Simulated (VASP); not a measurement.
# ZnSe (F-43m) in VASP: G0W0 quasiparticle levels with PBE

Aim: the G0W0 quasiparticle levels of ZnSe with PBE.

Program: VASP 6.6.1. These are calculated values, not measurements. Logs are shortened: lines on timing, memory, paths and dates and some standing lists are left out, and cuts for length are marked.

## 1. The cell of the first run

It takes space group F-43m (No. 216, cubic). The conventional cell has a = 5.665 Å, b = 5.665 Å, c = 5.665 Å, α = 90.00°, β = 90.00°, γ = 90.00°. Zn (site symmetry -43m) has 4 Se at 2.45 Å within 3.2 Å. Se (site symmetry -43m) has 4 Zn at 2.45 Å within 3.2 Å.

## 2. G0W0 quasiparticle levels, PBE

POSCAR reads:

```
ZnSe
1.0
    0.0000000000      2.8324206815      2.8324206815
    2.8324206815      0.0000000000      2.8324206815
    2.8324206815      2.8324206815      0.0000000000
Zn Se
1 1
Direct
    0.0000000000      0.0000000000      0.0000000000
    0.2500000000      0.2500000000      0.2500000000
```

INCAR.step1 reads:

```
PREC = Accurate
ENCUT = 500
EDIFF = 1E-8
ISMEAR = 0
SIGMA = 0.01
LREAL = F
LASPH = T
NELM = 80
ALGO = Normal
LWAVE = T
LCHARG = F
GGA = PE
```

INCAR.step2 reads:

```
PREC = Accurate
ENCUT = 500
EDIFF = 1E-8
ISMEAR = 0
SIGMA = 0.01
LREAL = F
LASPH = T
NELM = 1
ALGO = Exact
LWAVE = T
LCHARG = F
GGA = PE
NBANDS = 82
LOPTICS = T
ISTART = 1
```

INCAR.step3 reads:

```
PREC = Accurate
ENCUT = 500
EDIFF = 1E-8
ISMEAR = 0
SIGMA = 0.01
LREAL = F
LASPH = T
ALGO = EVGW0
LWAVE = F
LCHARG = F
GGA = PE
NELMGW = 1
NBANDS = 82
ENCUTGW = 80.0
NOMEGA = 48
PRECFOCK = Fast
ISTART = 1
NBANDSGW = 17
```

KPOINTS reads:

```
Automatic mesh
0
Gamma
  4 4 4
```

Potentials or basis: VASP PAW PBE potentials, release 64 (Zn_GW, Se_GW).

On the command line:

```console
$ cat potpaw_PBE.64/Zn_GW/POTCAR potpaw_PBE.64/Se_GW/POTCAR > POTCAR
$ cp INCAR.step1 INCAR
$ mpirun -np 1 vasp_std > vasp.out
$ cp INCAR.step2 INCAR
$ mpirun -np 1 vasp_std > vasp.out
$ cp INCAR.step3 INCAR
$ mpirun -np 1 vasp_std > vasp.out
```

OUTCAR:

```text
PREC = Accurate
   ENCUT = 500
   EDIFF = 1E-8
   ISMEAR = 0
   LREAL = F
   LASPH = T
   GGA = PE
   NELMGW = 1
   ENCUTGW = 80.0
   PRECFOCK = Fast
   ISTART = 1

 ion  position               nearest neighbor table
   1  0.000  0.000  0.000-   2 2.45   2 2.45   2 2.45   2 2.45
   2  0.250  0.250  0.250-   1 2.45   1 2.45   1 2.45   1 2.45

  LATTYP: Found a face centered cubic cell.
 ALAT       =     5.6648413630

  Lattice vectors:

 A1 = (   0.0000000000,   2.8324206815,   2.8324206815)
 A2 = (   2.8324206815,   0.0000000000,   2.8324206815)
 A3 = (   2.8324206815,   2.8324206815,   0.0000000000)

Analysis of symmetry for initial positions (statically):
=====================================================================
 Subroutine PRICEL returns:
 Original cell was already a primitive cell.

 Routine SETGRP: Setting up the symmetry group for a
 face centered cubic supercell.

 Subroutine GETGRP returns: Found 24 space group operations
 (whereof 24 operations were pure point group operations)
 out of a pool of 48 trial point group operations.

The static configuration has the point symmetry T_d .

Analysis of symmetry for dynamics (positions and initial velocities):
=====================================================================
 Subroutine PRICEL returns:
 Original cell was already a primitive cell.

 Routine SETGRP: Setting up the symmetry group for a
 face centered cubic supercell.

 Subroutine GETGRP returns: Found 24 space group operations
 (whereof 24 operations were pure point group operations)
 out of a pool of 48 trial point group operations.

The dynamic configuration has the point symmetry T_d .

 Subroutine INISYM returns: Found 24 space group operations
 (whereof 24 operations are pure point group operations),
 and found     1 'primitive' translations

----------------------------------------------------------------------------------------

                                     Primitive cell

  volume of cell :      45.4468

  direct lattice vectors                    reciprocal lattice vectors
     0.000000000  2.832420681  2.832420681    -0.176527450  0.176527450  0.176527450
     2.832420681  0.000000000  2.832420681     0.176527450 -0.176527450  0.176527450
[... 46 lines left out ...]
  0.500000  0.250000  0.000000     24.000000
 -0.250000  0.250000  0.000000     12.000000
  0.500000  0.500000  0.000000      3.000000
 -0.250000  0.500000  0.250000      6.000000
   k-points           NKPTS =      8   k-points in BZ     NKDIM =     64   number of bands    NBANDS=     82
   number of dos      NEDOS =    301   number of ions     NIONS =      2
   total plane-waves  NPLWV =  27000
   dimension x,y,z NGX =    30 NGY =   30 NGZ =   30
   dimension x,y,z NGXF=    60 NGYF=   60 NGZF=   60
   ions per type =               1   1
   NGX,Y,Z   is equivalent  to a cutoff of  12.45, 12.45, 12.45 a.u.
   NGXF,Y,Z  is equivalent  to a cutoff of  24.90, 24.90, 24.90 a.u.
 SYSTEM =  unknown system
   PREC   = accura    normal or accurate (medium, high low for compatibility)
   ISTART =      1    job   : 0-new  1-cont  2-samecut
   ICHARG =      0    charge: 1-file 2-atom 10-const
   ISPIN  =      1    spin polarized calculation?
   LNONCOLLINEAR =      F non collinear calculations
   LSORBIT =      F    spin-orbit coupling
   LASPH  =      T    aspherical Exc in radial PAW
   ENCUT  =  500.0 eV  36.75 Ry    6.06 a.u.   7.30  7.30  7.30*2*pi/ulx,y,z
   NELM   =     60;   NELMIN=  2; NELMDL=  0     # of ELM steps
   EDIFF  = 0.1E-07   stopping-criterion for ELM
   LREAL  =      F    real-space projection
   EDIFFG = 0.1E-06   stopping-criterion for IOM
   NSW    =      0    number of steps for IOM
   IBRION =     -1    ionic relax: 0-MD 1-quasi-New 2-CG
   NFREE  =      0    steps in history (QN), initial steepest desc. (CG)
   ISIF   =      0    stress and relaxation
   ISYM   =      3    0-nonsym 1-usesym 2-fastsym
   POTIM  = 0.5000    time-step for ionic-motion
   TEBEG  =    0.0;   TEEND  =   0.0 temperature during run
   PSTRESS=    0.0 pullay stress
   NELECT =      18.0000    total number of electrons
   NUPDOWN=      -1.0000    fix difference up-down
   EMIN   =  10.00;   EMAX   =-10.00  energy-range for DOS
   EFERMI =   0.00;   METHOD = LEGACY
   ISMEAR =     0;   SIGMA  =   0.01  broadening in eV -4-tet -1-fermi 0-gaus
   EFERMI_NEDOS =   21; number of points for ismear=-14 and -15
   IALGO  =     38    algorithm
   IMIX   =      4    mixing-type and parameters
     AMIX     =   0.40;   BMIX     =  1.00
     AMIX_MAG =   1.60;   BMIX_MAG =  1.00
  volume/ion in A,a.u.               =      22.72       153.35
  Fermi-wavevector in a.u.,A,eV,Ry     =   1.202259  2.271939 19.666213  1.445426
  Thomas-Fermi vector in A             =   2.338045
   LORBIT       =      0    0 simple, 1 ext, 2 COOP (PROOUT), +10 PAW based schemes
   GGA     = PE    functional components
   LHFCALC =     T    Hartree Fock is set to
   PRECFOCK=fast      Normal, Fast or Accurate (Low or Medium for compatibility)
   ENCUT4O =  -1.0   cutoff for four orbital integrals eV
   NKREDX  =     1    reduce k-point grid by
   NKREDY  =     1    reduce k-point grid by
   NKREDZ  =     1    reduce k-point grid by
   AEXX    =    1.0000 exact exchange contribution
   HFSCREEN=    0.0000 screening length (either q_TF or 0.3 A-1)
   HFSCREENC=   0.0000 screening length for correlation (either q_TF or 0.3 A-1)
   ENCUTFOCK=  -1.0 apply spherical cutoff to Coloumb kernel
   IVDW    =     0    specifies the selected vdW correction
   LEPSILON=     F    determine dielectric tensor
   LRPA    =     F    only Hartree local field effects (RPA)
   LRPAFORCE           =     F    calculate RPA forces
   ENCUTGW             =  80.0    cutoff for response function in eV
   ENCUTGWSOFT         =  64.0    soft cutoff for Coulomb kernel in GW response function in eV
   ENCUTLF             =  -1.0    cutoff for local field effects
   NELMGW              =     1    number of iterations in solving QP/BSE equation
   NELMHF              =     1    number of iterations in the inner HF iteration
   NKREDLFX            =     1    NKREDLFY  =   1   NKREDLFZ  =   1
 non-spin polarized calculation
 Gauss-broadening in eV      SIGMA  =   0.01
  energy-cutoff  :      500.00
  volume of cell :       45.45
 maximum number of plane-waves:      1174
 NGX is ok and might be reduce to    30
  NGX = 18; NGY = 18; NGZ = 18
   NGX = 15   NGY = 15   NGZ = 15
 maximum number of plane-waves:        80
 NGX is ok and might be reduce to    14

 QP shifts <psi_nk| G(iteration)W_0 |psi_nk>: iteration 1
 for sc-GW calculations column KS-energies equals QP-energies in previous step
 and V_xc(KS)=  KS-energies - (<T + V_ion + V_H > + <T+V_H+V_ion>^1  + <V_x>^1)

 k-point   1 :       0.0000    0.0000    0.0000
  band No.  KS-energies  QP-energies   sigma(KS)   V_xc(KS)     V^pw_x(r,r')   Z            occupation Imag(sigma)

      1     -10.5740     -10.8891     -12.7990     -12.3143     -19.8487       0.6499       2.0000       1.1238
      2      -3.8874      -5.8745     -22.6312     -19.6823     -30.8557       0.6738       2.0000       0.2207
      3      -3.8874      -5.8745     -22.6312     -19.6823     -30.8557       0.6738       2.0000       0.2207
      4      -3.8874      -5.8745     -22.6312     -19.6823     -30.8557       0.6738       2.0000       0.2207
      5      -3.5191      -5.6455     -23.6318     -20.4961     -32.0550       0.6781       2.0000       0.1985
      6      -3.5191      -5.6455     -23.6318     -20.4961     -32.0550       0.6781       2.0000       0.1985
[... 143 lines left out ...]
      3      -3.6809      -5.7550     -23.2884     -20.2283     -31.6814       0.6778       2.0000       0.2146
      4      -3.5514      -5.6140     -23.1416     -20.0963     -31.4021       0.6773       2.0000       0.2046
      5      -3.5486      -5.6706     -23.6124     -20.4860     -32.0669       0.6787       2.0000       0.2062
      6      -3.2166      -5.3131     -23.6324     -20.5676     -31.9887       0.6841       2.0000       0.2098
[... 9 lines left out ...]
     16      16.7622      16.9122      -9.0037      -9.2032      -3.4335       0.7523       0.0000      -0.5726
     17      17.3047      17.7989      -9.6353     -10.2974      -3.9197       0.7465       0.0000      -0.5803
```

Wall time 2.7 min (1 thread of Intel Xeon 6975P-C, shared host); peak memory 0.44 GiB.

Results:

| Property | Result |
| --- | --- |
| Band gap on the k mesh, mean-field level | 1.27 eV, direct |
| Quasiparticle gap | 2.40 eV |
| Least direct quasiparticle gap | 2.40 eV |

Levels at points of the mesh, in eV from the valence-band top:
```
           k point  band 6  band 7  band 8  band 9  band 10  band 11  band 12  band 13
(0.00, 0.00, 0.00)   -6.21    0.00    0.00    0.00     1.27     5.78     5.78     5.78
(0.50, 0.00, 0.00)   -6.05   -5.25   -0.87   -0.87     2.52     6.36     6.36     8.57
(0.50, 0.50, 0.00)   -6.03   -4.78   -2.20   -2.20     2.96     3.44    10.74    11.23
```

Caveat: the k points lie up to 0.48 Å⁻¹ apart; bands, screening cutoff and mesh are small and nothing is extrapolated, so the quasiparticle values aren't converged.
